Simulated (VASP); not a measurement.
# CuSe7 (Fm-3m) in VASP: density of states with PBE

Aim: the density of states of CuSe7 with PBE.

Everything below comes from runs of VASP 6.6.1. Logs are shortened: lines on timing, memory, paths and dates and some standing lists are left out, and cuts for length are marked.

## Step 1: The cell of the first run

The structure is cubic, space group Fm-3m (No. 225). The conventional cell has a = 9.273 Å, b = 9.273 Å, c = 9.273 Å, α = 90.00°, β = 90.00°, γ = 90.00°. Within 4.3 Å of Se (site symmetry m-3m) lie 12 Se at 3.28 Å. Se (site symmetry mmm) has 10 Se at 3.28 Å and 2 Cu at 3.28 Å within 4.3 Å. Cu (site symmetry m-3m) has 12 Se at 3.28 Å within 4.3 Å.

## Step 2: Density of states, PBE

POSCAR reads:

```
CuSe7
1.0
    0.0000000000      4.6366800000      4.6366800000
    4.6366800000      0.0000000000      4.6366800000
    4.6366800000      4.6366800000      0.0000000000
Se Cu
7 1
Direct
    0.5000000000      0.5000000000      0.5000000000
    0.5000000000      0.0000000000      0.0000000000
    0.5000000000      0.0000000000      0.5000000000
    0.0000000000      0.5000000000      0.5000000000
    0.0000000000      0.5000000000      0.0000000000
    0.5000000000      0.5000000000      0.0000000000
    0.0000000000      0.0000000000      0.5000000000
    0.0000000000      0.0000000000      0.0000000000
```

INCAR.step1 reads:

```
PREC = Accurate
ENCUT = 520
EDIFF = 1E-6
ISMEAR = -1
SIGMA = 0.1
LREAL = False
LASPH = True
NELM = 120
ALGO = Normal
ISIF = 2
LWAVE = False
LCHARG = True
LMAXMIX = 4
GGA = PE
NBANDS = 36
GGA_COMPAT = False
NEDOS = 2001
LORBIT = 11
```

KPOINTS.step1 reads:

```
regular mesh
0
Gamma
  6 6 6
```

INCAR.step2 reads:

```
PREC = Accurate
ENCUT = 520
EDIFF = 1E-6
ISMEAR = -5
SIGMA = 0.1
LREAL = False
LASPH = True
NELM = 120
ALGO = Normal
ISIF = 2
LWAVE = False
LCHARG = False
LMAXMIX = 4
GGA = PE
LORBIT = 10
NBANDS = 36
NEDOS = 2001
ICHARG = 11
GGA_COMPAT = False
```

KPOINTS.step2 reads:

```
regular mesh
0
Gamma
  9 9 9
```

Potentials or basis: VASP PAW PBE potentials, release 64 (Se, Cu).

Started as:

```sh
cat potpaw_PBE.64/Se/POTCAR potpaw_PBE.64/Cu/POTCAR > POTCAR
cp INCAR.step1 INCAR
cp KPOINTS.step1 KPOINTS
mpirun -np 1 vasp_std > vasp.out
cp INCAR.step2 INCAR
cp KPOINTS.step2 KPOINTS
mpirun -np 1 vasp_std > vasp.out
```

OUTCAR:

```text
PREC = Accurate
   ENCUT = 520
   EDIFF = 1E-6
   ISMEAR = -5
   LREAL = False
   LASPH = True
   NELM = 120
   ISIF = 2
   GGA = PE
   LORBIT = 10
   ICHARG = 11

 ion  position               nearest neighbor table
   1  0.500  0.500  0.500-
   2  0.500  0.000  0.000-
   3  0.500  0.000  0.500-
   4  0.000  0.500  0.500-
   5  0.000  0.500  0.000-
   6  0.500  0.500  0.000-
   7  0.000  0.000  0.500-
   8  0.000  0.000  0.000-

  LATTYP: Found a face centered cubic cell.
 ALAT       =     9.2733600000

  Lattice vectors:

 A1 = (   0.0000000000,   4.6366800000,   4.6366800000)
 A2 = (   4.6366800000,   0.0000000000,   4.6366800000)
 A3 = (   4.6366800000,   4.6366800000,   0.0000000000)

Analysis of symmetry for initial positions (statically):
=====================================================================
 Subroutine PRICEL returns:
 Original cell was already a primitive cell.

 Routine SETGRP: Setting up the symmetry group for a
 face centered cubic supercell.

 Subroutine GETGRP returns: Found 48 space group operations
 (whereof 48 operations were pure point group operations)
 out of a pool of 48 trial point group operations.

The static configuration has the point symmetry O_h .

Analysis of symmetry for dynamics (positions and initial velocities):
=====================================================================
 Subroutine PRICEL returns:
 Original cell was already a primitive cell.

 Routine SETGRP: Setting up the symmetry group for a
 face centered cubic supercell.

 Subroutine GETGRP returns: Found 48 space group operations
 (whereof 48 operations were pure point group operations)
 out of a pool of 48 trial point group operations.

The dynamic configuration has the point symmetry O_h .

 Subroutine INISYM returns: Found 48 space group operations
 (whereof 48 operations are pure point group operations),
 and found     1 'primitive' translations

----------------------------------------------------------------------------------------

                                     Primitive cell

  volume of cell :     199.3661

  direct lattice vectors                    reciprocal lattice vectors
     0.000000000  4.636680000  4.636680000    -0.107835779  0.107835779  0.107835779
     4.636680000  0.000000000  4.636680000     0.107835779 -0.107835779  0.107835779
     4.636680000  4.636680000  0.000000000     0.107835779  0.107835779 -0.107835779

  length of vectors
     6.557255740  6.557255740  6.557255740     0.186777048  0.186777048  0.186777048

  position of ions in fractional coordinates (direct lattice)
     0.500000000  0.500000000  0.500000000
     0.500000000  0.000000000  0.000000000
     0.500000000  0.000000000  0.500000000
     0.000000000  0.500000000  0.500000000
     0.000000000  0.500000000  0.000000000
     0.500000000  0.500000000  0.000000000
     0.000000000  0.000000000  0.500000000
     0.000000000  0.000000000  0.000000000

  ion indices of the primitive-cell ions
   primitive index   ion index
                 1           1
                 2           2
                 3           3
                 4           4
                 5           5
                 6           6
                 7           7
                 8           8

----------------------------------------------------------------------------------------

 KPOINTS: regular mesh

Automatic generation of k-mesh.
 Grid dimensions read from file:
 generate k-points for:    9    9    9

 Generating k-lattice:

  Cartesian coordinates                     Fractional coordinates (reciprocal lattice)
    -0.011981753  0.011981753  0.011981753     0.111111111  0.000000000  0.000000000
     0.011981753 -0.011981753  0.011981753     0.000000000  0.111111111  0.000000000
     0.011981753  0.011981753 -0.011981753     0.000000000  0.000000000  0.111111111

  Length of vectors
     0.020753005  0.020753005  0.020753005

  Shift w.r.t. Gamma in fractional coordinates (k-lattice)
     0.000000000  0.000000000  0.000000000

 TETIRR: Found    115 inequivalent tetrahedra from     4374

 Subroutine IBZKPT returns following result:
 ===========================================

 Found     35 irreducible k-points:

 Following reciprocal coordinates:
            Coordinates               Weight
  0.000000  0.000000  0.000000      1.000000
  0.111111  0.000000  0.000000      8.000000
  0.222222  0.000000  0.000000      8.000000
  0.333333  0.000000  0.000000      8.000000
  0.444444  0.000000  0.000000      8.000000
  0.111111  0.111111  0.000000      6.000000
[... 16 lines left out ...]
 -0.333333  0.333333  0.000000     12.000000
  0.444444  0.444444  0.000000      6.000000
 [... further k-points ...]
   k-points           NKPTS =     35   k-points in BZ     NKDIM =     35   number of bands    NBANDS=     36
   number of dos      NEDOS =   2001   number of ions     NIONS =      8
   total plane-waves  NPLWV = 125000
   dimension x,y,z NGX =    50 NGY =   50 NGZ =   50
   dimension x,y,z NGXF=   100 NGYF=  100 NGZF=  100
   ions per type =               7   1
   NGX,Y,Z   is equivalent  to a cutoff of  12.68, 12.68, 12.68 a.u.
   NGXF,Y,Z  is equivalent  to a cutoff of  25.35, 25.35, 25.35 a.u.
 SYSTEM =  unknown system
   PREC   = accura    normal or accurate (medium, high low for compatibility)
   ISTART =      0    job   : 0-new  1-cont  2-samecut
   ICHARG =     11    charge: 1-file 2-atom 10-const
   ISPIN  =      1    spin polarized calculation?
   LNONCOLLINEAR =      F non collinear calculations
   LSORBIT =      F    spin-orbit coupling
   LASPH  =      T    aspherical Exc in radial PAW
   ENCUT  =  520.0 eV  38.22 Ry    6.18 a.u.  12.19 12.19 12.19*2*pi/ulx,y,z
   NELM   =    120;   NELMIN=  2; NELMDL=  0     # of ELM steps
   EDIFF  = 0.1E-05   stopping-criterion for ELM
   LREAL  =      F    real-space projection
   EDIFFG = 0.1E-04   stopping-criterion for IOM
   NSW    =      0    number of steps for IOM
   IBRION =     -1    ionic relax: 0-MD 1-quasi-New 2-CG
   NFREE  =      0    steps in history (QN), initial steepest desc. (CG)
   ISIF   =      2    stress and relaxation
   ISYM   =      2    0-nonsym 1-usesym 2-fastsym
   POTIM  = 0.5000    time-step for ionic-motion
   TEBEG  =    0.0;   TEEND  =   0.0 temperature during run
   PSTRESS=    0.0 pullay stress
   NELECT =      53.0000    total number of electrons
   NUPDOWN=      -1.0000    fix difference up-down
   EMIN   =  10.00;   EMAX   =-10.00  energy-range for DOS
   EFERMI =   0.00;   METHOD = LEGACY
   ISMEAR =    -5;   SIGMA  =   0.10  broadening in eV -4-tet -1-fermi 0-gaus
   EFERMI_NEDOS =   21; number of points for ismear=-14 and -15
   IALGO  =     38    algorithm
   IMIX   =      4    mixing-type and parameters
     AMIX     =   0.40;   BMIX     =  1.00
     AMIX_MAG =   1.60;   BMIX_MAG =  1.00
  volume/ion in A,a.u.               =      24.92       168.17
  Fermi-wavevector in a.u.,A,eV,Ry     =   1.052648  1.989215 15.076166  1.108067
  Thomas-Fermi vector in A             =   2.187738
   LORBIT       =     10    0 simple, 1 ext, 2 COOP (PROOUT), +10 PAW based schemes
   GGA     = PE    functional components
   LHFCALC =     F    Hartree Fock is set to
   AEXX    =    0.0000 exact exchange contribution
   IVDW    =     0    specifies the selected vdW correction
   LEPSILON=     F    determine dielectric tensor
   LRPA    =     F    only Hartree local field effects (RPA)
 non-spin polarized calculation
 Fermi weights with tetrahedron method with Bloechl corrections
  energy-cutoff  :      520.00
  volume of cell :      199.37
 maximum number of plane-waves:      5396
 NGX is ok and might be reduce to    50

 number of electron      52.9999984 magnetization

 Free energy of the ion-electron system (eV)
  ---------------------------------------------------
  ext. energy  EPLUGINS =         0.00000000
  ---------------------------------------------------
  free energy    TOTEN  =       -21.19730581 eV

  energy without entropy =      -21.19730581  energy(sigma->0) =      -21.19730581

 E-fermi :   2.9643     XC(G=0):  -9.5744

 val. band max:        3.0196669898   @ k =  -0.4444   0.1111   0.0000
 cond. band min:       2.9303551517   @ k =  -0.4444   0.3333   0.1111
 fundamental gap:     -0.0893118381
 Fermi energy:         2.9643069571

 k-point     1 :       0.0000    0.0000    0.0000
  band No.  band energies     occupation
      1     -11.2834      2.00000
      2      -9.3403      2.00000
      3      -9.3403      2.00000
      4      -9.3403      2.00000
      5      -8.8827      2.00000
      6      -8.5522      2.00000
[... 28 lines left out ...]
     35       8.6789      0.00000
     36       8.8399      0.00000

 k-point     2 :       0.1111    0.0000    0.0000
  band No.  band energies     occupation
      1     -11.2407      2.00000
      2      -9.4122      2.00000
      3      -9.3226      2.00000
      4      -9.3226      2.00000
      5      -8.9033      2.00000
      6      -8.5844      2.00000
[... 28 lines left out ...]
     35       8.8870      0.00000
     36       8.9905      0.00000

 k-point     3 :       0.2222    0.0000    0.0000
  band No.  band energies     occupation
      1     -11.1147      2.00000
      2      -9.6216      2.00000
      3      -9.2701      2.00000
      4      -9.2701      2.00000
      5      -8.9399      2.00000
      6      -8.6730      2.00000
[... 28 lines left out ...]
     35       9.2430      0.00000
     36       9.2987      0.00000
[... 742 lines left out ...]
 k-point    23 :      -0.3333    0.3333    0.0000
  band No.  band energies     occupation
      1     -10.3756      2.00000
      2     -10.1075      2.00000
      3      -9.8093      2.00000
      4      -9.2649      2.00000
      5      -9.0400      2.00000
      6      -8.7382      2.00000
[... 28 lines left out ...]
     35       8.0766      0.00000
     36       8.4607      0.00000

 k-point    24 :       0.4444    0.4444    0.0000
  band No.  band energies     occupation
      1     -10.4391      2.00000
      2      -9.9605      2.00000
      3      -9.4755      2.00000
      4      -9.4550      2.00000
      5      -9.4550      2.00000
      6      -8.8083      2.00000
[... 28 lines left out ...]
     35       7.3365      0.00000
     36       9.6603      0.00000

 [... further k-points ...]
[... 5 lines left out ...]
  --------------------------------------------------------------------------------------
  -------------------------------------------------------------------------------------
  Total      -10.2506519    -10.2506519    -10.2506519     -0.0000000      0.0000000      0.0000000
  in kB      -82.3778971    -82.3778971    -82.3778971     -0.0000000      0.0000000      0.0000000
  external PRESSURE =     -82.3778971 kB  Pullay stress =       0.0000000 kB

 VOLUME and BASIS-vectors are now :
 -----------------------------------------------------------------------------
  energy-cutoff  :      520.00
  volume of cell :      199.37
      direct lattice vectors                 reciprocal lattice vectors
     0.000000000  4.636680000  4.636680000    -0.107835779  0.107835779  0.107835779
     4.636680000  0.000000000  4.636680000     0.107835779 -0.107835779  0.107835779
     4.636680000  4.636680000  0.000000000     0.107835779  0.107835779 -0.107835779

 POSITION                                       TOTAL-FORCE (eV/Angst)
 -----------------------------------------------------------------------------------
      4.63668      4.63668      4.63668         0.000000      0.000000      0.000000
      0.00000      2.31834      2.31834        -0.000000     -0.000000     -0.000000
      2.31834      4.63668      2.31834        -0.000000     -0.000000     -0.000000
      4.63668      2.31834      2.31834         0.000000     -0.000000     -0.000000
      2.31834      0.00000      2.31834        -0.000000     -0.000000      0.000000
      2.31834      2.31834      4.63668        -0.000000      0.000000     -0.000000
      2.31834      2.31834      0.00000         0.000000      0.000000     -0.000000
      0.00000      0.00000      0.00000        -0.000000      0.000000      0.000000
 -----------------------------------------------------------------------------------
    total drift:                                0.000000      0.000000      0.000000

  FREE ENERGIE OF THE ION-ELECTRON SYSTEM (eV)
  ---------------------------------------------------
  free  energy   TOTEN  =       -21.1973058056 eV

  energy  without entropy=      -21.1973058056  energy(sigma->0) =      -21.19730581

 total charge

# of ion       s       p       d       tot
------------------------------------------
    1        1.534   1.998   0.025   3.557
    2        1.532   2.002   0.024   3.557
    3        1.532   2.002   0.024   3.557
    4        1.532   2.002   0.024   3.557
    5        1.532   2.002   0.024   3.557
    6        1.532   2.002   0.024   3.557
    7        1.532   2.002   0.024   3.557
    8        0.209   0.082   9.343   9.633
--------------------------------------------------
tot         10.933  14.092   9.510  34.535
```

It took 14 min on 1 thread of Intel Xeon 8259CL, shared host; peak memory 0.44 GiB.

What came out:

```
Valence electrons inside the program's atomic spheres : Se 3.56; Cu 9.63
```

Caveat: tetrahedron occupations give inexact forces and stress in metals.
